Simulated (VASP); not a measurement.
# GaAs2 (I4/mmm) in VASP: single point with PBE

Aim: the single point of GaAs2 with PBE.

Program: VASP 6.6.1. These are calculated values, not measurements. Logs are shortened: lines on timing, memory, paths and dates and some standing lists are left out, and cuts for length are marked.

## Step 1: The cell of the first run

Symmetry: I4/mmm, No. 139, tetragonal system. Conventional cell: a = 5.232 Å, b = 5.232 Å, c = 5.296 Å, α = 90.00°, β = 90.00°, γ = 90.00°. Within 3.5 Å of Ga (site symmetry 4/mmm) lie 4 As at 2.62 Å. Within 3.5 Å of As (site symmetry mmm) lie 2 Ga at 2.62 Å and 2 As at 2.65 Å.

The cell was generated, and may not be a known phase.

## Step 2: Single point, PBE

File INCAR:

```
SYSTEM = GaAs2
ALGO     = Normal         ! electronic algorithm
EDIFF    = 1E-6           ! SCF threshold, eV
ENCUT    = 500            ! plane-wave cutoff, eV
GGA      = PE             ! functional
GGA_COMPAT= .False.      
ISIF     = 2              ! what is computed and relaxed
ISMEAR   = 0              ! smearing method
LASPH    = .True.         ! aspherical terms in the spheres
LCHARG   = .True.         ! write CHGCAR
LELF     = .True.         ! ELF
LREAL    = .False.        ! projectors in reciprocal space
LVHAR    = .True.       
LWAVE    = .False.        ! write WAVECAR
NBANDS   = 18             ! bands
NELM     = 120            ! most SCF steps
PREC     = Accurate       ! precision mode
SIGMA    = 0.2            ! smearing width, eV
```

File KPOINTS:

```
k-points
0
Gamma
  5 5 5
  0 0 0
```

File POSCAR:

```
GaAs2
1.0
   -2.6161172433      2.6161172433      2.6477810566
    2.6161172433     -2.6161172433      2.6477810566
    2.6161172433      2.6161172433     -2.6477810566
Ga As
1 2
Direct
    0.5000000000      0.5000000000      0.0000000000
    0.5000000000      0.0000000000      0.5000000000
    0.0000000000      0.5000000000      0.5000000000
```

Potentials or basis: VASP PAW PBE potentials, release 64 (Ga_d, As).

Launch:

```
$ cat potpaw_PBE.64/Ga_d/POTCAR potpaw_PBE.64/As/POTCAR > POTCAR
$ mpirun -np 1 vasp_std > vasp.out
```

OUTCAR:

```text
SYSTEM = GaAs2
   EDIFF = 1E-6
   ENCUT = 500
   GGA = PE
   ISIF = 2
   ISMEAR = 0
   LASPH = .True.
   LREAL = .False.
   NELM = 120
   PREC = Accurate

 ion  position               nearest neighbor table
   1  0.500  0.500  0.000-   2 2.62   3 2.62   2 2.62   3 2.62
   2  0.500  0.000  0.500-   1 2.62   1 2.62   3 2.65   3 2.65
   3  0.000  0.500  0.500-   1 2.62   1 2.62   2 2.65   2 2.65

  LATTYP: Found a body centered tetragonal cell.
 ALAT       =     5.2322344866
 C/A-ratio  =     1.0121033617

  Lattice vectors:

 A1 = (  -2.6161172433,   2.6161172433,   2.6477810566)
 A2 = (   2.6161172433,  -2.6161172433,   2.6477810566)
 A3 = (   2.6161172433,   2.6161172433,  -2.6477810566)

Analysis of symmetry for initial positions (statically):
=====================================================================
 Subroutine PRICEL returns:
 Original cell was already a primitive cell.

 Routine SETGRP: Setting up the symmetry group for a
 body centered tetragonal supercell.

 Subroutine GETGRP returns: Found 16 space group operations
 (whereof 16 operations were pure point group operations)
 out of a pool of 16 trial point group operations.

The static configuration has the point symmetry D_4h.

Analysis of symmetry for dynamics (positions and initial velocities):
=====================================================================
 Subroutine PRICEL returns:
 Original cell was already a primitive cell.

 Routine SETGRP: Setting up the symmetry group for a
 body centered tetragonal supercell.

 Subroutine GETGRP returns: Found 16 space group operations
 (whereof 16 operations were pure point group operations)
 out of a pool of 16 trial point group operations.

The dynamic configuration has the point symmetry D_4h.

 Subroutine INISYM returns: Found 16 space group operations
 (whereof 16 operations are pure point group operations),
 and found     1 'primitive' translations

----------------------------------------------------------------------------------------

                                     Primitive cell

  volume of cell :      72.4864

  direct lattice vectors                    reciprocal lattice vectors
    -2.616117243  2.616117243  2.647781057     0.000000000  0.191122933  0.188837366
     2.616117243 -2.616117243  2.647781057     0.191122933  0.000000000  0.188837366
     2.616117243  2.616117243 -2.647781057     0.191122933  0.191122933  0.000000000

  length of vectors
     4.549602552  4.549602552  4.549602552     0.268677364  0.268677364  0.270288644

  position of ions in fractional coordinates (direct lattice)
     0.500000000  0.500000000  0.000000000
     0.500000000  0.000000000  0.500000000
     0.000000000  0.500000000  0.500000000

  ion indices of the primitive-cell ions
   primitive index   ion index
                 1           1
                 2           2
                 3           3

----------------------------------------------------------------------------------------

 KPOINTS: k-points

Automatic generation of k-mesh.
 Grid dimensions read from file:
 generate k-points for:    5    5    5

 Generating k-lattice:

  Cartesian coordinates                     Fractional coordinates (reciprocal lattice)
     0.000000000  0.038224587  0.037767473     0.200000000 -0.000000000  0.000000000
     0.038224587  0.000000000  0.037767473    -0.000000000  0.200000000  0.000000000
     0.038224587  0.038224587  0.000000000     0.000000000  0.000000000  0.200000000

  Length of vectors
     0.053735473  0.053735473  0.054057729

  Shift w.r.t. Gamma in fractional coordinates (k-lattice)
     0.000000000  0.000000000  0.000000000

 Subroutine IBZKPT returns following result:
 ===========================================

 Found     18 irreducible k-points:

 Following reciprocal coordinates:
            Coordinates               Weight
  0.000000  0.000000  0.000000      1.000000
  0.200000 -0.000000  0.000000      8.000000
  0.400000 -0.000000  0.000000      8.000000
  0.200000  0.200000  0.000000      8.000000
  0.400000  0.200000  0.000000     16.000000
 -0.400000  0.200000 -0.000000     16.000000
[... 10 lines left out ...]
 -0.400000  0.400000  0.400000      4.000000
 -0.400000 -0.400000  0.400000      2.000000
   k-points           NKPTS =     18   k-points in BZ     NKDIM =     18   number of bands    NBANDS=     18
   number of dos      NEDOS =    301   number of ions     NIONS =      3
   total plane-waves  NPLWV =  46656
   dimension x,y,z NGX =    36 NGY =   36 NGZ =   36
   dimension x,y,z NGXF=    72 NGYF=   72 NGZF=   72
   ions per type =               1   2
   NGX,Y,Z   is equivalent  to a cutoff of  13.15, 13.15, 13.15 a.u.
   NGXF,Y,Z  is equivalent  to a cutoff of  26.31, 26.31, 26.31 a.u.
 SYSTEM =  GaAs2
   PREC   = accura    normal or accurate (medium, high low for compatibility)
   ISTART =      0    job   : 0-new  1-cont  2-samecut
   ICHARG =      2    charge: 1-file 2-atom 10-const
   ISPIN  =      1    spin polarized calculation?
   LNONCOLLINEAR =      F non collinear calculations
   LSORBIT =      F    spin-orbit coupling
   LASPH  =      T    aspherical Exc in radial PAW
   ENCUT  =  500.0 eV  36.75 Ry    6.06 a.u.   8.29  8.29  8.29*2*pi/ulx,y,z
   NELM   =    120;   NELMIN=  2; NELMDL= -5     # of ELM steps
   EDIFF  = 0.1E-05   stopping-criterion for ELM
   LREAL  =      F    real-space projection
[... 7 lines left out ...]
   TEBEG  =    0.0;   TEEND  =   0.0 temperature during run
   PSTRESS=    0.0 pullay stress
   NELECT =      23.0000    total number of electrons
   NUPDOWN=      -1.0000    fix difference up-down
   EMIN   =  10.00;   EMAX   =-10.00  energy-range for DOS
   EFERMI =   0.00;   METHOD = LEGACY
   ISMEAR =     0;   SIGMA  =   0.20  broadening in eV -4-tet -1-fermi 0-gaus
   EFERMI_NEDOS =   21; number of points for ismear=-14 and -15
   IALGO  =     38    algorithm
   IMIX   =      4    mixing-type and parameters
     AMIX     =   0.40;   BMIX     =  1.00
     AMIX_MAG =   1.60;   BMIX_MAG =  1.00
  volume/ion in A,a.u.               =      24.16       163.05
  Fermi-wavevector in a.u.,A,eV,Ry     =   1.116603  2.110073 16.963761  1.246801
  Thomas-Fermi vector in A             =   2.253218
   LORBIT       =      0    0 simple, 1 ext, 2 COOP (PROOUT), +10 PAW based schemes
   GGA     = PE    functional components
   LHFCALC =     F    Hartree Fock is set to
   AEXX    =    0.0000 exact exchange contribution
   IVDW    =     0    specifies the selected vdW correction
   LEPSILON=     F    determine dielectric tensor
   LRPA    =     F    only Hartree local field effects (RPA)
 non-spin polarized calculation
 Gauss-broadening in eV      SIGMA  =   0.20
  energy-cutoff  :      500.00
  volume of cell :       72.49
 maximum number of plane-waves:      1870
 NGX is ok and might be reduce to    36
   NGX = 17   NGY = 17   NGZ = 17

 number of electron      23.0000000 magnetization

 Free energy of the ion-electron system (eV)
  ---------------------------------------------------
  ext. energy  EPLUGINS =         0.00000000
  ---------------------------------------------------
  free energy    TOTEN  =       -11.20952781 eV

  energy without entropy =      -11.16200612  energy(sigma->0) =      -11.18576697

 E-fermi :   3.6276     XC(G=0):  -9.5039

 val. band max:        3.5910694686   @ k =  -0.4000  -0.4000   0.2000
 cond. band min:       3.6339749106   @ k =  -0.2000   0.4000   0.2000
 fundamental gap:      0.0429054419
 Fermi energy:         3.6275542394

 k-point     1 :       0.0000    0.0000    0.0000
  band No.  band energies     occupation
      1     -11.3459      2.00000
      2     -11.2814      2.00000
      3     -11.2662      2.00000
      4     -11.2662      2.00000
      5     -11.1844      2.00000
      6      -9.3078      2.00000
[... 10 lines left out ...]
     17       8.3044      0.00000
     18       8.9375      0.00000

 k-point     2 :       0.2000   -0.0000    0.0000
  band No.  band energies     occupation
      1     -11.3390      2.00000
      2     -11.2829      2.00000
      3     -11.2656      2.00000
      4     -11.2652      2.00000
      5     -11.1837      2.00000
      6      -8.9830      2.00000
[... 10 lines left out ...]
     17       9.2528      0.00000
     18       9.3172      0.00000

 k-point     3 :       0.4000   -0.0000    0.0000
  band No.  band energies     occupation
      1     -11.3337      2.00000
      2     -11.2852      2.00000
      3     -11.2636      2.00000
      4     -11.2634      2.00000
      5     -11.1825      2.00000
      6      -8.0257      2.00000
[... 10 lines left out ...]
     17      11.3508      0.00000
     18      11.6517      0.00000

 k-point     4 :       0.2000    0.2000    0.0000
  band No.  band energies     occupation
      1     -11.3313      2.00000
      2     -11.2897      2.00000
      3     -11.2643      2.00000
      4     -11.2642      2.00000
      5     -11.1827      2.00000
      6      -8.2853      2.00000
[... 249 lines left out ...]
      4     -11.2642      2.00000
      5     -11.1818      2.00000
      6      -8.5390      2.00000
[... 10 lines left out ...]
     17      11.1827      0.00000
     18      11.1827      0.00000

 k-point    17 :      -0.4000    0.4000    0.4000
  band No.  band energies     occupation
      1     -11.3386      2.00000
      2     -11.3275      2.00000
      3     -11.2605      2.00000
      4     -11.2596      2.00000
      5     -11.1783      2.00000
      6      -7.7338      2.00000
[... 10 lines left out ...]
     17      11.1569      0.00000
     18      12.4552      0.00000

 k-point    18 :      -0.4000   -0.4000    0.4000
  band No.  band energies     occupation
      1     -11.3397      2.00000
      2     -11.3353      2.00000
      3     -11.2598      2.00000
      4     -11.2598      2.00000
      5     -11.1776      2.00000
      6      -7.3359      2.00000
[... 10 lines left out ...]
     17      11.3927      0.00000
     18      12.7948      0.00000

------------------------ aborting loop because EDIFF is reached ----------------------------------------

  FORCE on cell =-STRESS in cart. coord.  units (eV):
  Direction    XX          YY          ZZ          XY          YZ          ZX
  --------------------------------------------------------------------------------------
  -------------------------------------------------------------------------------------
  Total        0.0197143      0.0197143     -0.0688690      0.0000000      0.0000000      0.0000000
  in kB        0.4357474      0.4357474     -1.5222218      0.0000000      0.0000000      0.0000000
  external PRESSURE =      -0.2169090 kB  Pullay stress =       0.0000000 kB

 VOLUME and BASIS-vectors are now :
 -----------------------------------------------------------------------------
  energy-cutoff  :      500.00
  volume of cell :       72.49
      direct lattice vectors                 reciprocal lattice vectors
    -2.616117243  2.616117243  2.647781057     0.000000000  0.191122933  0.188837366
     2.616117243 -2.616117243  2.647781057     0.191122933  0.000000000  0.188837366
     2.616117243  2.616117243 -2.647781057     0.191122933  0.191122933  0.000000000

 POSITION                                       TOTAL-FORCE (eV/Angst)
 -----------------------------------------------------------------------------------
      0.00000      0.00000      2.64778         0.000000      0.000000      0.000000
      0.00000      2.61612      0.00000        -0.000000     -0.000000     -0.000000
      2.61612      0.00000      0.00000        -0.000000     -0.000000     -0.000000
 -----------------------------------------------------------------------------------
    total drift:                                0.000000     -0.000000      0.000000

  FREE ENERGIE OF THE ION-ELECTRON SYSTEM (eV)
  ---------------------------------------------------
  free  energy   TOTEN  =       -11.2095278127 eV

  energy  without entropy=      -11.1620061250  energy(sigma->0) =      -11.18576697
```

It took 27 s on 1 thread of Intel Xeon 8259CL, shared host; peak memory 0.2 GiB.

What came out:

| Quantity | Value |
| --- | --- |
| Free energy | -11.2095 eV |
| Pressure | 0.0 GPa |
| Band gap on the k mesh | zero (an odd number of electrons rules out a gap without spin polarisation) |

Caveat: an odd number of electrons without spin polarisation forces a metal; a magnetic or distorted state may lie lower.

The gap in the log of VASP goes by the Fermi energy; the results here count the filled bands.